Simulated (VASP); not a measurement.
# Tb (P6_3/mmc) in VASP: single point with PBE

Aim: the single point of Tb with PBE.

All numbers are computed with VASP 6.6.1; they aren't measurements. Logs are shortened: lines on timing, memory, paths and dates and some standing lists are left out, and cuts for length are marked.

## (1) The cell of the first run

Symmetry: P6_3/mmc, No. 194, hexagonal system. Conventional cell: a = 3.601 Å, b = 3.601 Å, c = 5.694 Å, α = 90.00°, β = 90.00°, γ = 120.00°. Within 4.6 Å of Tb (site symmetry -6m2) lie 12 Tb at 3.53 to 3.60 Å.

## (2) Single point, PBE, collinear spin, ferromagnetic start

Input file INCAR:

```
SYSTEM = Tb
PREC = Accurate
ENCUT = 520
EDIFF = 1E-6
ISMEAR = -1
SIGMA = 0.05
LREAL = .FALSE.
LASPH = .TRUE.
NELM = 150
ALGO = Normal
ISIF = 2
LWAVE = .FALSE.
LCHARG = .FALSE.
ISPIN = 2
MAGMOM = 6 6
LORBIT = 11
LMAXMIX = 6
GGA = PE
NBANDS = 30
```

Input file KPOINTS:

```
Automatic mesh
0
G
  12 12 7
  0 0 0
```

Input file POSCAR:

```
Tb
1.0
    3.6010010916      0.0000000000      0.0000000000
   -1.8005005458      3.1185584244      0.0000000000
    0.0000000000      0.0000000000      5.6936000000
Tb
2
Direct
    0.3333333333      0.6666666667      0.2500000000
    0.6666666667      0.3333333333      0.7500000000
```

Potentials or basis: VASP PAW PBE potentials, release 64 (Tb).

Command:

```sh
$ cat potpaw_PBE.64/Tb/POTCAR > POTCAR
$ mpirun -np 1 vasp_std > vasp.out
```

OUTCAR:

```text
SYSTEM = Tb
   PREC = Accurate
   ENCUT = 520
   EDIFF = 1E-6
   ISMEAR = -1
   LREAL = .FALSE.
   LASPH = .TRUE.
   NELM = 150
   ISIF = 2
   ISPIN = 2
   LORBIT = 11
   GGA = PE

 ion  position               nearest neighbor table
   1  0.333  0.667  0.250-   2 3.53   2 3.53   2 3.53   2 3.53   2 3.53   2 3.53
   2  0.667  0.333  0.750-   1 3.53   1 3.53   1 3.53   1 3.53   1 3.53   1 3.53

  LATTYP: Found a hexagonal cell.
 ALAT       =     3.6010010916
 C/A-ratio  =     1.5811158773

  Lattice vectors:

 A1 = (   3.6010010916,   0.0000000000,   0.0000000000)
 A2 = (  -1.8005005458,   3.1185584244,   0.0000000000)
 A3 = (   0.0000000000,   0.0000000000,   5.6936000000)

Analysis of symmetry for initial positions (statically):
=====================================================================
 Subroutine PRICEL returns:
 Original cell was already a primitive cell.

 Routine SETGRP: Setting up the symmetry group for a
 hexagonal supercell.

 Subroutine GETGRP returns: Found 24 space group operations
 (whereof 12 operations were pure point group operations)
 out of a pool of 24 trial point group operations.

The static configuration has the point symmetry D_3d.
 The point group associated with its full space group is D_6h.

Analysis of symmetry for dynamics (positions and initial velocities):
=====================================================================
 Subroutine PRICEL returns:
 Original cell was already a primitive cell.

 Routine SETGRP: Setting up the symmetry group for a
 hexagonal supercell.

 Subroutine GETGRP returns: Found 24 space group operations
 (whereof 12 operations were pure point group operations)
 out of a pool of 24 trial point group operations.

The dynamic configuration has the point symmetry D_3d.
 The point group associated with its full space group is D_6h.

Analysis of structural, dynamic, and magnetic symmetry:
=====================================================================
 Subroutine PRICEL returns:
 Original cell was already a primitive cell.

 Routine SETGRP: Setting up the symmetry group for a
 hexagonal supercell.

 Subroutine GETGRP returns: Found 24 space group operations
 (whereof 12 operations were pure point group operations)
 out of a pool of 24 trial point group operations.

The overall configuration has the point symmetry D_3d.
 The point group associated with its full space group is D_6h.

 Subroutine INISYM returns: Found 24 space group operations
 (whereof 12 operations are pure point group operations),
 and found     1 'primitive' translations

----------------------------------------------------------------------------------------

                                     Primitive cell

  volume of cell :      63.9387

  direct lattice vectors                    reciprocal lattice vectors
     3.601001092  0.000000000  0.000000000     0.277700555  0.160330490  0.000000000
    -1.800500546  3.118558424  0.000000000     0.000000000  0.320660980  0.000000000
     0.000000000  0.000000000  5.693600000     0.000000000  0.000000000  0.175635802

  length of vectors
     3.601001092  3.601001092  5.693600000     0.320660980  0.320660980  0.175635802

  position of ions in fractional coordinates (direct lattice)
     0.333333333  0.666666667  0.250000000
     0.666666667  0.333333333  0.750000000

  ion indices of the primitive-cell ions
   primitive index   ion index
                 1           1
                 2           2

----------------------------------------------------------------------------------------

 KPOINTS: Automatic mesh

Automatic generation of k-mesh.
 Grid dimensions read from file:
 generate k-points for:   12   12    7

 Generating k-lattice:

  Cartesian coordinates                     Fractional coordinates (reciprocal lattice)
     0.023141713  0.013360874  0.000000000     0.083333333  0.000000000  0.000000000
     0.000000000  0.026721748  0.000000000     0.000000000  0.083333333  0.000000000
     0.000000000  0.000000000  0.025090829     0.000000000  0.000000000  0.142857143

  Length of vectors
     0.026721748  0.026721748  0.025090829

  Shift w.r.t. Gamma in fractional coordinates (k-lattice)
     0.000000000  0.000000000  0.000000000

 Subroutine IBZKPT returns following result:
 ===========================================

 Found     76 irreducible k-points:

 Following reciprocal coordinates:
            Coordinates               Weight
  0.000000  0.000000  0.000000      1.000000
  0.083333  0.000000  0.000000      6.000000
  0.166667 -0.000000  0.000000      6.000000
  0.250000  0.000000  0.000000      6.000000
  0.333333 -0.000000  0.000000      6.000000
  0.416667 -0.000000  0.000000      6.000000
[... 16 lines left out ...]
  0.250000  0.000000  0.142857     12.000000
  0.333333 -0.000000  0.142857     12.000000
 [... further k-points ...]
   k-points           NKPTS =     76   k-points in BZ     NKDIM =     76   number of bands    NBANDS=     30
   number of dos      NEDOS =    301   number of ions     NIONS =      2
   total plane-waves  NPLWV =  32928
   dimension x,y,z NGX =    28 NGY =   28 NGZ =   42
   dimension x,y,z NGXF=    56 NGYF=   56 NGZF=   84
   ions per type =               2
   NGX,Y,Z   is equivalent  to a cutoff of  12.93, 12.93, 12.26 a.u.
   NGXF,Y,Z  is equivalent  to a cutoff of  25.85, 25.85, 24.53 a.u.
 SYSTEM =  Tb
   PREC   = accura    normal or accurate (medium, high low for compatibility)
   ISTART =      0    job   : 0-new  1-cont  2-samecut
   ICHARG =      2    charge: 1-file 2-atom 10-const
   ISPIN  =      2    spin polarized calculation?
   LNONCOLLINEAR =      F non collinear calculations
   LSORBIT =      F    spin-orbit coupling
   LASPH  =      T    aspherical Exc in radial PAW
   ENCUT  =  520.0 eV  38.22 Ry    6.18 a.u.   6.70  6.70 10.59*2*pi/ulx,y,z
   NELM   =    150;   NELMIN=  2; NELMDL= -5     # of ELM steps
   EDIFF  = 0.1E-05   stopping-criterion for ELM
   LREAL  =      F    real-space projection
[... 7 lines left out ...]
   TEBEG  =    0.0;   TEEND  =   0.0 temperature during run
   PSTRESS=    0.0 pullay stress
   NELECT =      38.0000    total number of electrons
   NUPDOWN=      -1.0000    fix difference up-down
   EMIN   =  10.00;   EMAX   =-10.00  energy-range for DOS
   EFERMI =   0.00;   METHOD = LEGACY
   ISMEAR =    -1;   SIGMA  =   0.05  broadening in eV -4-tet -1-fermi 0-gaus
   EFERMI_NEDOS =   21; number of points for ismear=-14 and -15
   IALGO  =     38    algorithm
   IMIX   =      4    mixing-type and parameters
     AMIX     =   0.40;   BMIX     =  1.00
     AMIX_MAG =   1.60;   BMIX_MAG =  1.00
  volume/ion in A,a.u.               =      31.97       215.74
  Fermi-wavevector in a.u.,A,eV,Ry     =   1.376411  2.601039 25.776320  1.894506
  Thomas-Fermi vector in A             =   2.501658
   LORBIT       =     11    0 simple, 1 ext, 2 COOP (PROOUT), +10 PAW based schemes
   GGA     = PE    functional components
   LHFCALC =     F    Hartree Fock is set to
   AEXX    =    0.0000 exact exchange contribution
   IVDW    =     0    specifies the selected vdW correction
   LEPSILON=     F    determine dielectric tensor
   LRPA    =     F    only Hartree local field effects (RPA)
 spin polarized calculation
  energy-cutoff  :      520.00
  volume of cell :       63.94
 maximum number of plane-waves:      1743
 NGX is ok and might be reduce to    28
   NGX = 13   NGY = 13   NGZ = 21

 number of electron      38.0000004 magnetization      12.2968912

 Free energy of the ion-electron system (eV)
  ---------------------------------------------------
  ext. energy  EPLUGINS =         0.00000000
  ---------------------------------------------------
  free energy    TOTEN  =       -18.96421029 eV

  energy without entropy =      -18.80099328  energy(sigma->0) =      -18.88260178

 E-fermi :   2.8918     XC(G=0): -10.1048

 val. band max:        2.8911961966   @ k =   0.4167   0.0833   0.4286
 cond. band min:       2.8919679683   @ k =   0.5000   0.0000   0.4286
 fundamental gap:      0.0007717717
 Fermi energy:         2.8917975379

 spin component 1

 k-point     1 :       0.0000    0.0000    0.0000
  band No.  band energies     occupation
      1     -43.2452      1.00000
      2     -43.1742      1.00000
      3     -20.2985      1.00000
      4     -19.5930      1.00000
      5     -19.5930      1.00000
      6     -19.5331      1.00000
[... 22 lines left out ...]
     29       5.3164      0.00000
     30       5.3164      0.00000

 k-point     2 :       0.0833    0.0000    0.0000
  band No.  band energies     occupation
      1     -43.2417      1.00000
      2     -43.1729      1.00000
      3     -20.2827      1.00000
      4     -19.6270      1.00000
      5     -19.6044      1.00000
      6     -19.5404      1.00000
[... 718 lines left out ...]
 k-point    24 :       0.3333   -0.0000    0.1429
  band No.  band energies     occupation
      1     -43.2015      1.00000
      2     -43.1647      1.00000
      3     -20.1101      1.00000
      4     -19.9353      1.00000
      5     -19.8770      1.00000
      6     -19.7028      1.00000
[... 22 lines left out ...]
     29       4.7167      0.00000
     30       7.0354      0.00000

 [... further k-points ...]

 spin component 2

 k-point     1 :       0.0000    0.0000    0.0000
  band No.  band energies     occupation
      1     -40.6315      1.00000
      2     -40.5453      1.00000
      3     -18.4560      1.00000
      4     -17.6714      1.00000
      5     -17.6714      1.00000
      6     -17.5544      1.00000
[... 22 lines left out ...]
     29       6.1610      0.00000
     30       6.1610      0.00000

 k-point     2 :       0.0833    0.0000    0.0000
  band No.  band energies     occupation
      1     -40.6272      1.00000
      2     -40.5436      1.00000
      3     -18.4373      1.00000
      4     -17.7123      1.00000
      5     -17.6850      1.00000
      6     -17.5845      1.00000
[... 718 lines left out ...]
 k-point    24 :       0.3333   -0.0000    0.1429
  band No.  band energies     occupation
      1     -40.5780      1.00000
      2     -40.5333      1.00000
      3     -18.2481      1.00000
      4     -18.0724      1.00000
      5     -18.0036      1.00000
      6     -17.8020      1.00000
[... 22 lines left out ...]
     29       5.5551      0.00000
     30       7.9469      0.00000

 [... further k-points ...]
[... 5 lines left out ...]
  --------------------------------------------------------------------------------------
  -------------------------------------------------------------------------------------
  Total        0.2411742      0.2411742      0.6568740     -0.0000000     -0.0000000      0.0000000
  in kB        6.0433437      6.0433437     16.4599526     -0.0000000     -0.0000000      0.0000000
  external PRESSURE =       9.5155467 kB  Pullay stress =       0.0000000 kB

 VOLUME and BASIS-vectors are now :
 -----------------------------------------------------------------------------
  energy-cutoff  :      520.00
  volume of cell :       63.94
      direct lattice vectors                 reciprocal lattice vectors
     3.601001092  0.000000000  0.000000000     0.277700555  0.160330490  0.000000000
    -1.800500546  3.118558424  0.000000000     0.000000000  0.320660980  0.000000000
     0.000000000  0.000000000  5.693600000     0.000000000  0.000000000  0.175635802

 POSITION                                       TOTAL-FORCE (eV/Angst)
 -----------------------------------------------------------------------------------
     -0.00000      2.07904      1.42340        -0.000000     -0.000000      0.000000
      1.80050      1.03952      4.27020         0.000000      0.000000      0.000000
 -----------------------------------------------------------------------------------
    total drift:                               -0.000000      0.000000     -0.000000

  FREE ENERGIE OF THE ION-ELECTRON SYSTEM (eV)
  ---------------------------------------------------
  free  energy   TOTEN  =       -18.9642102870 eV

  energy  without entropy=      -18.8009932813  energy(sigma->0) =      -18.88260178

 total charge

# of ion       s       p       d       f       tot
--------------------------------------------------
    1        2.087   5.600   0.517   8.107  16.311
    2        2.087   5.600   0.517   8.107  16.311
--------------------------------------------------
tot          4.174  11.200   1.035  16.214  32.622

 magnetization (x)

# of ion       s       p       d       f       tot
--------------------------------------------------
    1        0.002  -0.036   0.128   5.693   5.787
    2        0.002  -0.036   0.128   5.693   5.787
--------------------------------------------------
tot          0.005  -0.072   0.256  11.386  11.574
```

It took 24 min on 1 thread of Intel Xeon 6975P-C (Granite Rapids), shared host; peak memory 0.38 GiB.

What came out:

```
Free energy                                           : -18.9642 eV
Pressure                                              : 1.0 GPa
Net moment                                            : 12.30 μB per cell
Site moments                                          : Tb +5.79 μB
Valence electrons inside the program's atomic spheres : Tb 16.31
```

Stress tensor (GPa, compression positive):
```
0.60 0.00 0.00
0.00 0.60 0.00
0.00 0.00 1.65
```

Caveat: the magnetic or orbital state may not be the lowest; spin-orbit coupling is left out, which moves the levels of the heavy elements; semilocal functionals describe open f shells poorly, which spoils levels, moments and volumes. The state reached can hang on the start; a lower one may exist.
